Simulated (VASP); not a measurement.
# BP (m.bA) (F-43m) in VASP: a series of runs

Runs on BP (m.bA). Level: PBE. Tasks: single point.

Everything below comes from runs of VASP 6.6.1. Logs are shortened: lines on timing, memory, paths and dates and some standing lists are left out, and cuts for length are marked.

### Step 1. The cell of the first run

It takes space group F-43m (No. 216, cubic). Conventional cell: a = 4.548 Å, b = 4.548 Å, c = 4.548 Å, α = 90.00°, β = 90.00°, γ = 90.00°. B (site symmetry -43m) has 4 P at 1.97 Å within 2.6 Å. P (site symmetry -43m) has 4 B at 1.97 Å within 2.6 Å.

### Step 2. Single point, PBE

INCAR

```
ALGO = Normal
EDIFF = 1E-6
ENCUT = 500
GGA = PE
GGA_COMPAT = False
ISIF = 2
ISMEAR = 0
LASPH = True
LCHARG = True
LELF = True
LREAL = False
LVHAR = True
LWAVE = False
NBANDS = 11
NELM = 120
PREC = Accurate
SIGMA = 0.02
```

KPOINTS

```
k-points
0
Gamma
  10 10 10
```

POSCAR

```
BP
1.0
    0.0000000000      2.2740784696      2.2740784696
    2.2740784696      0.0000000000      2.2740784696
    2.2740784696      2.2740784696      0.0000000000
B P
1 1
Direct
    0.0000000000      0.0000000000      0.0000000000
    0.2500000000      0.2500000000      0.2500000000
```

Potentials or basis: VASP PAW PBE potentials, release 64 (B, P).

Command:

```bash
$ cat potpaw_PBE.64/B/POTCAR potpaw_PBE.64/P/POTCAR > POTCAR
$ mpirun -np 1 vasp_std > vasp.out
```

OUTCAR:

```text
EDIFF = 1E-6
   ENCUT = 500
   GGA = PE
   ISIF = 2
   ISMEAR = 0
   LASPH = True
   LREAL = False
   NELM = 120
   PREC = Accurate

 ion  position               nearest neighbor table
   1  0.000  0.000  0.000-   2 1.97   2 1.97   2 1.97   2 1.97
   2  0.250  0.250  0.250-   1 1.97   1 1.97   1 1.97   1 1.97

  LATTYP: Found a face centered cubic cell.
 ALAT       =     4.5481569392

  Lattice vectors:

 A1 = (   0.0000000000,   2.2740784696,   2.2740784696)
 A2 = (   2.2740784696,   0.0000000000,   2.2740784696)
 A3 = (   2.2740784696,   2.2740784696,   0.0000000000)

Analysis of symmetry for initial positions (statically):
=====================================================================
 Subroutine PRICEL returns:
 Original cell was already a primitive cell.

 Routine SETGRP: Setting up the symmetry group for a
 face centered cubic supercell.

 Subroutine GETGRP returns: Found 24 space group operations
 (whereof 24 operations were pure point group operations)
 out of a pool of 48 trial point group operations.

The static configuration has the point symmetry T_d .

Analysis of symmetry for dynamics (positions and initial velocities):
=====================================================================
 Subroutine PRICEL returns:
 Original cell was already a primitive cell.

 Routine SETGRP: Setting up the symmetry group for a
 face centered cubic supercell.

 Subroutine GETGRP returns: Found 24 space group operations
 (whereof 24 operations were pure point group operations)
 out of a pool of 48 trial point group operations.

The dynamic configuration has the point symmetry T_d .

 Subroutine INISYM returns: Found 24 space group operations
 (whereof 24 operations are pure point group operations),
 and found     1 'primitive' translations

----------------------------------------------------------------------------------------

                                     Primitive cell

  volume of cell :      23.5205

  direct lattice vectors                    reciprocal lattice vectors
     0.000000000  2.274078470  2.274078470    -0.219869282  0.219869282  0.219869282
     2.274078470  0.000000000  2.274078470     0.219869282 -0.219869282  0.219869282
     2.274078470  2.274078470  0.000000000     0.219869282  0.219869282 -0.219869282

  length of vectors
     3.216032614  3.216032614  3.216032614     0.380824767  0.380824767  0.380824767

  position of ions in fractional coordinates (direct lattice)
     0.000000000  0.000000000  0.000000000
     0.250000000  0.250000000  0.250000000

  ion indices of the primitive-cell ions
   primitive index   ion index
                 1           1
                 2           2

----------------------------------------------------------------------------------------

 KPOINTS: k-points

Automatic generation of k-mesh.
 Grid dimensions read from file:
 generate k-points for:   10   10   10

 Generating k-lattice:

  Cartesian coordinates                     Fractional coordinates (reciprocal lattice)
    -0.021986928  0.021986928  0.021986928     0.100000000  0.000000000  0.000000000
     0.021986928 -0.021986928  0.021986928     0.000000000  0.100000000  0.000000000
     0.021986928  0.021986928 -0.021986928     0.000000000  0.000000000  0.100000000

  Length of vectors
     0.038082477  0.038082477  0.038082477

  Shift w.r.t. Gamma in fractional coordinates (k-lattice)
     0.000000000  0.000000000  0.000000000

 Subroutine IBZKPT returns following result:
 ===========================================

 Found     47 irreducible k-points:

 Following reciprocal coordinates:
            Coordinates               Weight
  0.000000  0.000000  0.000000      1.000000
  0.100000  0.000000  0.000000      8.000000
  0.200000  0.000000  0.000000      8.000000
  0.300000  0.000000  0.000000      8.000000
  0.400000  0.000000  0.000000      8.000000
  0.500000  0.000000  0.000000      4.000000
[... 16 lines left out ...]
  0.300000  0.300000  0.000000      6.000000
  0.400000  0.300000  0.000000     24.000000
 [... further k-points ...]
   k-points           NKPTS =     47   k-points in BZ     NKDIM =     47   number of bands    NBANDS=     11
   number of dos      NEDOS =    301   number of ions     NIONS =      2
   total plane-waves  NPLWV =  13824
   dimension x,y,z NGX =    24 NGY =   24 NGZ =   24
   dimension x,y,z NGXF=    48 NGYF=   48 NGZF=   48
   ions per type =               1   1
   NGX,Y,Z   is equivalent  to a cutoff of  12.41, 12.41, 12.41 a.u.
   NGXF,Y,Z  is equivalent  to a cutoff of  24.81, 24.81, 24.81 a.u.
 SYSTEM =  unknown system
   PREC   = accura    normal or accurate (medium, high low for compatibility)
   ISTART =      0    job   : 0-new  1-cont  2-samecut
   ICHARG =      2    charge: 1-file 2-atom 10-const
   ISPIN  =      1    spin polarized calculation?
   LNONCOLLINEAR =      F non collinear calculations
   LSORBIT =      F    spin-orbit coupling
   LASPH  =      T    aspherical Exc in radial PAW
   ENCUT  =  500.0 eV  36.75 Ry    6.06 a.u.   5.86  5.86  5.86*2*pi/ulx,y,z
   NELM   =    120;   NELMIN=  2; NELMDL= -5     # of ELM steps
   EDIFF  = 0.1E-05   stopping-criterion for ELM
   LREAL  =      F    real-space projection
   EDIFFG = 0.1E-04   stopping-criterion for IOM
   NSW    =      0    number of steps for IOM
   IBRION =     -1    ionic relax: 0-MD 1-quasi-New 2-CG
   NFREE  =      0    steps in history (QN), initial steepest desc. (CG)
   ISIF   =      2    stress and relaxation
   ISYM   =      2    0-nonsym 1-usesym 2-fastsym
   POTIM  = 0.5000    time-step for ionic-motion
   TEBEG  =    0.0;   TEEND  =   0.0 temperature during run
   PSTRESS=    0.0 pullay stress
   NELECT =       8.0000    total number of electrons
   NUPDOWN=      -1.0000    fix difference up-down
   EMIN   =  10.00;   EMAX   =-10.00  energy-range for DOS
   EFERMI =   0.00;   METHOD = LEGACY
   ISMEAR =     0;   SIGMA  =   0.02  broadening in eV -4-tet -1-fermi 0-gaus
   EFERMI_NEDOS =   21; number of points for ismear=-14 and -15
   IALGO  =     38    algorithm
   IMIX   =      4    mixing-type and parameters
     AMIX     =   0.40;   BMIX     =  1.00
     AMIX_MAG =   1.60;   BMIX_MAG =  1.00
  volume/ion in A,a.u.               =      11.76        79.36
  Fermi-wavevector in a.u.,A,eV,Ry     =   1.142763  2.159508 17.767937  1.305907
  Thomas-Fermi vector in A             =   2.279460
   LORBIT       =      0    0 simple, 1 ext, 2 COOP (PROOUT), +10 PAW based schemes
   GGA     = PE    functional components
   LHFCALC =     F    Hartree Fock is set to
   AEXX    =    0.0000 exact exchange contribution
   IVDW    =     0    specifies the selected vdW correction
   LEPSILON=     F    determine dielectric tensor
   LRPA    =     F    only Hartree local field effects (RPA)
 non-spin polarized calculation
 Gauss-broadening in eV      SIGMA  =   0.02
  energy-cutoff  :      500.00
  volume of cell :       23.52
 maximum number of plane-waves:       610
   NGX = 11   NGY = 11   NGZ = 11

 number of electron       8.0000000 magnetization

 Free energy of the ion-electron system (eV)
  ---------------------------------------------------
  ext. energy  EPLUGINS =         0.00000000
  ---------------------------------------------------
  free energy    TOTEN  =       -12.93057768 eV

  energy without entropy =      -12.93057768  energy(sigma->0) =      -12.93057768

 E-fermi :   7.4774     XC(G=0): -10.8784

 val. band max:        7.3537688914   @ k =   0.0000   0.0000   0.0000
 cond. band min:       8.6021455613   @ k =   0.4000   0.4000   0.0000
 fundamental gap:      1.2483766699
 Fermi energy:         7.4773581268

 k-point     1 :       0.0000    0.0000    0.0000
  band No.  band energies     occupation
      1      -8.0469      2.00000
      2       7.3538      2.00000
      3       7.3538      2.00000
      4       7.3538      2.00000
      5      10.7447      0.00000
      6      10.7447      0.00000
      7      10.7447      0.00000
      8      14.6262      0.00000
      9      18.8215      0.00000
     10      19.4634      0.00000
     11      19.4634      0.00000

 k-point     2 :       0.1000    0.0000    0.0000
  band No.  band energies     occupation
      1      -7.8677      2.00000
      2       6.0567      2.00000
      3       7.0608      2.00000
      4       7.0608      2.00000
      5      11.1505      0.00000
      6      11.1505      0.00000
      7      11.1747      0.00000
      8      15.1543      0.00000
      9      18.7838      0.00000
     10      18.7838      0.00000
     11      19.3866      0.00000

 k-point     3 :       0.2000    0.0000    0.0000
  band No.  band energies     occupation
      1      -7.3372      2.00000
      2       3.7249      2.00000
      3       6.5046      2.00000
      4       6.5046      2.00000
      5      11.3604      0.00000
      6      11.8677      0.00000
      7      11.8677      0.00000
      8      16.3467      0.00000
      9      18.1855      0.00000
     10      18.1855      0.00000
     11      20.2443      0.00000

 k-point     4 :       0.3000    0.0000    0.0000
  band No.  band energies     occupation
      1      -6.4854      2.00000
      2       1.3771      2.00000
      3       6.0176      2.00000
      4       6.0176      2.00000
      5      11.2596      0.00000
      6      12.2002      0.00000
      7      12.2002      0.00000
      8      17.2851      0.00000
      9      18.7549      0.00000
     10      18.7549      0.00000
     11      20.4970      0.00000

 k-point     5 :       0.4000    0.0000    0.0000
  band No.  band energies     occupation
      1      -5.4264      2.00000
      2      -0.6309      2.00000
      3       5.7088      2.00000
      4       5.7088      2.00000
      5      11.1411      0.00000
      6      12.1362      0.00000
      7      12.1362      0.00000
      8      17.4900      0.00000
      9      20.4335      0.00000
     10      20.4335      0.00000
     11      21.3835      0.00000
[... 211 lines left out ...]
 k-point    21 :      -0.3000    0.2000    0.0000
  band No.  band energies     occupation
      1      -5.2036      2.00000
      2       0.4006      2.00000
      3       2.7196      2.00000
      4       5.4446      2.00000
      5      11.2404      0.00000
      6      13.4688      0.00000
      7      14.2354      0.00000
      8      16.6439      0.00000
      9      17.7215      0.00000
     10      19.9816      0.00000
     11      24.2655      0.00000

 k-point    22 :      -0.2000    0.2000    0.0000
  band No.  band energies     occupation
      1      -6.1956      2.00000
      2       2.1208      2.00000
      3       3.2081      2.00000
      4       6.1159      2.00000
      5      11.8118      0.00000
      6      12.6527      0.00000
      7      13.7119      0.00000
      8      15.6462      0.00000
      9      16.8510      0.00000
     10      20.9213      0.00000
     11      23.0707      0.00000

 k-point    23 :       0.3000    0.3000    0.0000
  band No.  band energies     occupation
      1      -5.9445      2.00000
      2       2.5281      2.00000
      3       4.1528      2.00000
      4       4.1528      2.00000
      5       8.8832      0.00000
      6      11.2669      0.00000
      7      16.1771      0.00000
      8      16.1771      0.00000
      9      20.3260      0.00000
     10      21.7085      0.00000
     11      23.8091      0.00000

 k-point    24 :       0.4000    0.3000    0.0000
  band No.  band energies     occupation
      1      -5.1250      2.00000
      2       1.2082      2.00000
      3       3.3304      2.00000
      4       3.8596      2.00000
      5       9.1706      0.00000
      6      10.9788      0.00000
      7      16.7840      0.00000
      8      16.7992      0.00000
      9      21.2763      0.00000
     10      22.5778      0.00000
     11      24.3167      0.00000

 [... further k-points ...]
[... 5 lines left out ...]
  --------------------------------------------------------------------------------------
  -------------------------------------------------------------------------------------
  Total       -0.0289599     -0.0289599     -0.0289599      0.0000000      0.0000000     -0.0000000
  in kB       -1.9727008     -1.9727008     -1.9727008      0.0000000      0.0000000     -0.0000000
  external PRESSURE =      -1.9727008 kB  Pullay stress =       0.0000000 kB

 VOLUME and BASIS-vectors are now :
 -----------------------------------------------------------------------------
  energy-cutoff  :      500.00
  volume of cell :       23.52
      direct lattice vectors                 reciprocal lattice vectors
     0.000000000  2.274078470  2.274078470    -0.219869282  0.219869282  0.219869282
     2.274078470  0.000000000  2.274078470     0.219869282 -0.219869282  0.219869282
     2.274078470  2.274078470  0.000000000     0.219869282  0.219869282 -0.219869282

 POSITION                                       TOTAL-FORCE (eV/Angst)
 -----------------------------------------------------------------------------------
      0.00000      0.00000      0.00000         0.000000      0.000000      0.000000
      1.13704      1.13704      1.13704        -0.000000     -0.000000     -0.000000
 -----------------------------------------------------------------------------------
    total drift:                                0.000000      0.000000      0.000000

  FREE ENERGIE OF THE ION-ELECTRON SYSTEM (eV)
  ---------------------------------------------------
  free  energy   TOTEN  =       -12.9305776819 eV

  energy  without entropy=      -12.9305776819  energy(sigma->0) =      -12.93057768
```

Run time: 5.8 s. Hardware: 1 thread of AMD EPYC 9R45 (Zen 5), shared host; peak memory 0.11 GiB.

What came out:

```yaml
Free_energy: -12.9306 eV
Pressure: -0.2 GPa
Band_gap_on_the_k_mesh: 1.25 eV, indirect (least direct gap 3.39 eV)
```

Levels at points of the mesh, in eV from the valence-band top:
```tsv
k point	band 1	band 2	band 3	band 4	band 5	band 6	band 7	band 8
(0.00, 0.00, 0.00)	-15.40	0.00	0.00	0.00	3.39	3.39	3.39	7.27
(0.50, 0.00, 0.00)	-12.10	-8.99	-1.75	-1.75	3.74	4.71	4.71	10.10
(0.50, 0.50, 0.00)	-10.58	-8.55	-4.09	-4.09	1.35	1.67	12.06	12.06
```

A k mesh can miss the band edges. PBE gaps usually lie below the measured ones, often by a third to a half.

### Step 3. Single point, PBE

INCAR

```
SYSTEM = BP
PREC = Accurate
ENCUT = 500
EDIFF = 1E-6
ISMEAR = 0
SIGMA = 0.02
LREAL = .False.
LASPH = .True.
NELM = 120
ALGO = Normal
ISIF = 2
LWAVE = .False.
LCHARG = .False.
GGA = PE
NBANDS = 11
GGA_COMPAT = .False.
```

KPOINTS

```
Automatic mesh
0
Gamma
  10 10 10
  0 0 0
```

POSCAR is that of step 2.

Potentials or basis: VASP PAW PBE potentials, release 64 (B, P).

Command:

```bash
$ cat potpaw_PBE.64/B/POTCAR potpaw_PBE.64/P/POTCAR > POTCAR
$ mpirun -np 1 vasp_std > vasp.out
```

It took 5.6 s on 1 thread of AMD EPYC 9R45 (Zen 5), shared host; peak memory 0.11 GiB.

The run converged. Its results:

```
Free energy            : -12.9306 eV
Pressure               : -0.2 GPa
Band gap on the k mesh : 1.25 eV, indirect (least direct gap 3.39 eV)
```

Levels at points of the mesh, in eV from the valence-band top:
```
           k point  band 2  band 3  band 4  band 5  band 6  band 7
(0.00, 0.00, 0.00)    0.00    0.00    0.00    3.39    3.39    3.39
(0.50, 0.00, 0.00)   -8.99   -1.75   -1.75    3.74    4.71    4.71
(0.50, 0.50, 0.00)   -8.55   -4.09   -4.09    1.35    1.67   12.06
```

A k mesh can miss the band edges. A hybrid or GW would open this gap; PBE tends to underestimate it.
